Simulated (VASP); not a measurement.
# Mg4O in VASP: further runs

Runs on Mg4O. Level: PBEsol. Tasks: relaxation of the atoms.

All numbers are computed with VASP 6.6.1; they aren't measurements. Logs are shortened: lines on timing, memory, paths and dates and some standing lists are left out, and cuts for length are marked.

## Step 1: The cell of the first run

The cell holds a slab with vacuum, 5 atoms: a = 3.188 Å, b = 5.108 Å, c = 19.136 Å, α = 90.00°, β = 90.00°, γ = 90.00°.

## Step 2: Relaxation of the atoms, PBEsol

File INCAR:

```
ALGO = Normal ; DIPOL = 0.5 0.5 0.331
EDIFF = 1E-7 ; EDIFFG = -0.025
ENCUT = 520 ; GGA = PS
IBRION = 2 ; IDIPOL = 3
ISIF = 2 ; ISMEAR = 0
LASPH = True ; LCHARG = False
LDIPOL = True ; LREAL = False
LWAVE = False ; NELM = 100
NSW = 36 ; PREC = Accurate
SIGMA = 0.1
```

File KPOINTS:

```
k-points
0
Gamma
  8 5 1
```

File POSCAR:

```
Mg4O
1.0
    3.1881999939      0.0000000000      0.0000000000
    0.0000000000      5.1084658709      0.0000000000
    0.0000000000      0.0000000000     19.1358427726
Mg O
4 1
Selective dynamics
Direct
    0.0000000000      0.7500000000      0.2090318178  F F F
    0.5000000000      0.2500000000      0.2571276385  F F F
    0.5000000000      0.7500000000      0.3576109084  F F F
    0.0000000000      0.2500000000      0.3990335238  F F F
    0.5000000000      0.3750000000      0.4335237737  F F T
```

Potentials or basis: VASP PAW PBE potentials, release 64 (Mg, O).

Command:

```bash
> cat potpaw_PBE.64/Mg/POTCAR potpaw_PBE.64/O/POTCAR > POTCAR
> mpirun -np 1 vasp_std > vasp.out
```

OUTCAR:

```text
EDIFF = 1E-7
   EDIFFG = -0.025
   ENCUT = 520
   GGA = PS
   IBRION = 2
   ISIF = 2
   ISMEAR = 0
   LASPH = True
   LREAL = False
   NELM = 100
   NSW = 36
   PREC = Accurate

 ion  position               nearest neighbor table
   1  0.000  0.750  0.209-   2 3.15   2 3.15   2 3.15   2 3.15   3 3.26   3 3.26
   2  0.500  0.250  0.257-   1 3.15   1 3.15   1 3.15   1 3.15   4 3.15   4 3.15   3 3.20   3 3.20

   3  0.500  0.750  0.358-   5 2.40   4 3.11   4 3.11   4 3.11   4 3.11   2 3.20   2 3.20   1 3.26
                             1 3.26
   4  0.000  0.250  0.399-   5 1.84   5 1.84   3 3.11   3 3.11   3 3.11   3 3.11   2 3.15   2 3.15

   5  0.500  0.375  0.434-   4 1.84   4 1.84   3 2.40

  LATTYP: Found a simple orthorhombic cell.
 ALAT       =     3.1881999939
 B/A-ratio  =     1.6023040840
 C/A-ratio  =     6.0020835610

  Lattice vectors:

 A1 = (   3.1881999939,   0.0000000000,   0.0000000000)
 A2 = (   0.0000000000,   5.1084658709,   0.0000000000)
 A3 = (   0.0000000000,   0.0000000000,  19.1358427726)

Analysis of symmetry for initial positions (statically):
=====================================================================
 Subroutine PRICEL returns:
 Original cell was already a primitive cell.

 Routine SETGRP: Setting up the symmetry group for a
 simple orthorhombic supercell.

 Subroutine GETGRP returns: Found  2 space group operations
 (whereof  2 operations were pure point group operations)
 out of a pool of  8 trial point group operations.

The static configuration has the point symmetry C_1h.

Analysis of symmetry for dynamics (positions and initial velocities):
=====================================================================
 Subroutine PRICEL returns:
 Original cell was already a primitive cell.

 Routine SETGRP: Setting up the symmetry group for a
 simple orthorhombic supercell.

 Subroutine GETGRP returns: Found  2 space group operations
 (whereof  2 operations were pure point group operations)
 out of a pool of  8 trial point group operations.

The dynamic configuration has the point symmetry C_1h.

Analysis of constrained symmetry for selective dynamics:
=====================================================================
 Subroutine PRICEL returns:
 Original cell was already a primitive cell.

 Routine SETGRP: Setting up the symmetry group for a
 simple orthorhombic supercell.

 Subroutine GETGRP returns: Found  2 space group operations
 (whereof  2 operations were pure point group operations)
 out of a pool of  8 trial point group operations.

The constrained configuration has the point symmetry C_1h.

 Subroutine INISYM returns: Found  2 space group operations
 (whereof  2 operations are pure point group operations),
 and found     1 'primitive' translations

----------------------------------------------------------------------------------------

                                     Primitive cell

  volume of cell :     311.6619

  direct lattice vectors                    reciprocal lattice vectors
     3.188199994  0.000000000  0.000000000     0.313656609  0.000000000  0.000000000
     0.000000000  5.108465871  0.000000000     0.000000000  0.195753486  0.000000000
     0.000000000  0.000000000 19.135842773     0.000000000  0.000000000  0.052257954

  length of vectors
     3.188199994  5.108465871 19.135842773     0.313656609  0.195753486  0.052257954

  position of ions in fractional coordinates (direct lattice)
     0.000000000  0.750000000  0.209031818
     0.500000000  0.250000000  0.257127639
     0.500000000  0.750000000  0.357610908
     0.000000000  0.250000000  0.399033524
     0.500000000  0.375000000  0.433523774

  ion indices of the primitive-cell ions
   primitive index   ion index
                 1           1
                 2           2
                 3           3
                 4           4
                 5           5

----------------------------------------------------------------------------------------

 KPOINTS: k-points

Automatic generation of k-mesh.
 Grid dimensions read from file:
 generate k-points for:    8    5    1

 Generating k-lattice:
[... 21 lines left out ...]
  0.250000  0.000000  0.000000      2.000000
  0.375000  0.000000  0.000000      2.000000
  0.500000  0.000000  0.000000      1.000000
  0.000000  0.200000  0.000000      2.000000
  0.125000  0.200000  0.000000      4.000000
  0.250000  0.200000  0.000000      4.000000
  0.375000  0.200000  0.000000      4.000000
  0.500000  0.200000  0.000000      2.000000
  0.000000  0.400000  0.000000      2.000000
  0.125000  0.400000  0.000000      4.000000
  0.250000  0.400000  0.000000      4.000000
  0.375000  0.400000  0.000000      4.000000
  0.500000  0.400000  0.000000      2.000000
   k-points           NKPTS =     15   k-points in BZ     NKDIM =     15   number of bands    NBANDS=     11
   number of dos      NEDOS =    301   number of ions     NIONS =      5
   total plane-waves  NPLWV = 138240
   dimension x,y,z NGX =    24 NGY =   40 NGZ =  144
   dimension x,y,z NGXF=    48 NGYF=   80 NGZF=  288
   ions per type =               4   1
   NGX,Y,Z   is equivalent  to a cutoff of  12.51, 13.02, 12.51 a.u.
   NGXF,Y,Z  is equivalent  to a cutoff of  25.03, 26.03, 25.02 a.u.
 SYSTEM =  unknown system
   PREC   = accura    normal or accurate (medium, high low for compatibility)
   ISTART =      0    job   : 0-new  1-cont  2-samecut
   ICHARG =      2    charge: 1-file 2-atom 10-const
   ISPIN  =      1    spin polarized calculation?
   LNONCOLLINEAR =      F non collinear calculations
   LSORBIT =      F    spin-orbit coupling
   LASPH  =      T    aspherical Exc in radial PAW
   ENCUT  =  520.0 eV  38.22 Ry    6.18 a.u.   5.93  9.50 35.58*2*pi/ulx,y,z
   NELM   =    100;   NELMIN=  2; NELMDL= -5     # of ELM steps
   EDIFF  = 0.1E-06   stopping-criterion for ELM
   LREAL  =      F    real-space projection
   EDIFFG = -.3E-01   stopping-criterion for IOM
   NSW    =     36    number of steps for IOM
   IBRION =      2    ionic relax: 0-MD 1-quasi-New 2-CG
   NFREE  =      1    steps in history (QN), initial steepest desc. (CG)
   ISIF   =      2    stress and relaxation
   ISYM   =      2    0-nonsym 1-usesym 2-fastsym
   POTIM  = 0.5000    time-step for ionic-motion
   TEBEG  =    0.0;   TEEND  =   0.0 temperature during run
   PSTRESS=    0.0 pullay stress
   NELECT =      14.0000    total number of electrons
   NUPDOWN=      -1.0000    fix difference up-down
   EMIN   =  10.00;   EMAX   =-10.00  energy-range for DOS
   EFERMI =   0.00;   METHOD = LEGACY
   ISMEAR =     0;   SIGMA  =   0.10  broadening in eV -4-tet -1-fermi 0-gaus
   EFERMI_NEDOS =   21; number of points for ismear=-14 and -15
   IALGO  =     38    algorithm
   IMIX   =      4    mixing-type and parameters
     AMIX     =   0.40;   BMIX     =  1.00
     AMIX_MAG =   1.60;   BMIX_MAG =  1.00
  volume/ion in A,a.u.               =      62.33       420.64
  Fermi-wavevector in a.u.,A,eV,Ry     =   0.581955  1.099736  4.607912  0.338672
  Thomas-Fermi vector in A             =   1.626667
   LORBIT       =      0    0 simple, 1 ext, 2 COOP (PROOUT), +10 PAW based schemes
   GGA     = PS    functional components
   LHFCALC =     F    Hartree Fock is set to
   AEXX    =    0.0000 exact exchange contribution
   IVDW    =     0    specifies the selected vdW correction
   LEPSILON=     F    determine dielectric tensor
   LRPA    =     F    only Hartree local field effects (RPA)
 conjugate gradient relaxation of ions
 non-spin polarized calculation
 Gauss-broadening in eV      SIGMA  =   0.10
  energy-cutoff  :      520.00
  volume of cell :      311.66
 maximum number of plane-waves:      8432
 NGX is ok and might be reduce to    24
   NGX = 11   NGY = 19   NGZ = 71

--------------------------------------- Ionic step        1  -------------------------------------------

 number of electron      13.9999997 magnetization

 Free energy of the ion-electron system (eV)
  ---------------------------------------------------
  ext. energy  EPLUGINS =         0.00000000
  ---------------------------------------------------
  free energy    TOTEN  =       -14.11020117 eV

  energy without entropy =      -14.10105692  energy(sigma->0) =      -14.10562904

------------------------ aborting loop because EDIFF is reached ----------------------------------------

  FORCE on cell =-STRESS in cart. coord.  units (eV):
  Direction    XX          YY          ZZ          XY          YZ          ZX
  --------------------------------------------------------------------------------------
  -------------------------------------------------------------------------------------
  Total        2.6466471     -1.6036152     -1.6151134      0.0000000      1.4988299      0.0000000
  in kB       13.6057654     -8.2437936     -8.3029027      0.0000000      7.7051178      0.0000000
  external PRESSURE =      -0.9803103 kB  Pullay stress =       0.0000000 kB
[... 182 lines left out ...]
--------------------------------------- Ionic step        6  -------------------------------------------

 number of electron      13.9999998 magnetization

 dipolmoment           0.000000      0.000000      0.022850 electrons x Angstroem

 Free energy of the ion-electron system (eV)
  ---------------------------------------------------
  ext. energy  EPLUGINS =         0.00000000
  ---------------------------------------------------
  free energy    TOTEN  =       -14.29038526 eV

  energy without entropy =      -14.28178876  energy(sigma->0) =      -14.28608701

 E-fermi :  -1.6375     XC(G=0):  -3.4596

 val. band max:       -1.6870576436   @ k =   0.0000   0.2000   0.0000
 cond. band min:      -1.6057889117   @ k =   0.1250   0.0000   0.0000
 fundamental gap:      0.0812687319
 Fermi energy:        -1.6374744669

 k-point     1 :       0.0000    0.0000    0.0000
  band No.  band energies     occupation
      1     -19.9002      2.00000
      2      -7.6296      2.00000
      3      -6.1284      2.00000
      4      -5.5027      2.00000
      5      -5.2015      2.00000
      6      -4.3640      2.00000
      7      -2.0781      2.00000
      8      -1.8233      1.99143
      9      -1.1897      0.00000
     10       0.7257      0.00000
     11       1.1305      0.00000
[... 184 lines left out ...]
  band No.  band energies     occupation
      1     -19.5661      2.00000
      2      -6.7938      2.00000
      3      -5.7682      2.00000
      4      -5.2223      2.00000
      5      -3.0255      2.00000
      6      -2.8354      2.00000
      7      -2.0557      2.00000
      8      -1.3255      0.00001
      9      -0.4910      0.00000
     10       0.2466      0.00000
     11       1.0589      0.00000

------------------------ aborting loop because EDIFF is reached ----------------------------------------

 vacuum level on the upper side and lower side of the slab       (xc-potential included)         0.018        -0.260

  FORCE on cell =-STRESS in cart. coord.  units (eV):
  Direction    XX          YY          ZZ          XY          YZ          ZX
  --------------------------------------------------------------------------------------
  -------------------------------------------------------------------------------------
  Total        8.0841805     -0.2427259     -0.6650792      0.0000000      1.3055332      0.0000000
  in kB       41.5587940     -1.2477943     -3.4190096      0.0000000      6.7114270      0.0000000
  external PRESSURE =      12.2973300 kB  Pullay stress =       0.0000000 kB
[... 20 lines left out ...]
  FREE ENERGIE OF THE ION-ELECTRON SYSTEM (eV)
  ---------------------------------------------------
  free  energy   TOTEN  =       -14.2903852636 eV

  energy  without entropy=      -14.2817887576  energy(sigma->0) =      -14.28608701

 reached required accuracy - stopping structural energy minimisation

 vacuum level on the upper side and lower side of the slab         2.059         1.770
```

Run time: 3.8 min. Hardware: 1 thread of Intel Xeon Platinum 8559C (Emerald Rapids), shared host; peak memory 0.41 GiB.

What came out:

```yaml
Free_energy: -14.2904 eV
Energy_gained_by_relaxing: 36.0 meV/atom
Ionic_steps: 6
Band_gap_on_the_k_mesh: zero (bands 7 and 8 overlap by 0.74 eV)
```

Step by step:
| step | energy change (eV) | largest force on free atoms (eV/Å) | pressure (GPa) |
| --- | --- | --- | --- |
| 1 | 0.0000 | 1.2411 | -0.10 |
| 2 | -0.0651 | 0.9388 | 0.12 |
| 3 | -0.1660 | 0.2465 | 0.79 |
| 4 | -0.1768 | 0.1001 | 1.00 |
| 5 | -0.1798 | 0.0284 | 1.16 |
| 6 | -0.1802 | 0.0067 | 1.23 |

Final structure:
```xyz
5
Lattice="3.1882 0.0000 0.0000 0.0000 5.1085 0.0000 0.0000 0.0000 19.1358" Properties=species:S:1:pos:R:3 pbc="T T T"
Mg    0.0000    3.8313    4.0000
Mg    1.5941    1.2771    4.9204
Mg    1.5941    3.8313    6.8432
Mg    0.0000    1.2771    7.6358
O     1.5941    1.9157    7.9208
```

Caveat: the PAW data sets were made with another functional, which shifts forces and pressure a little.

(Continued in part 2 of 3.)
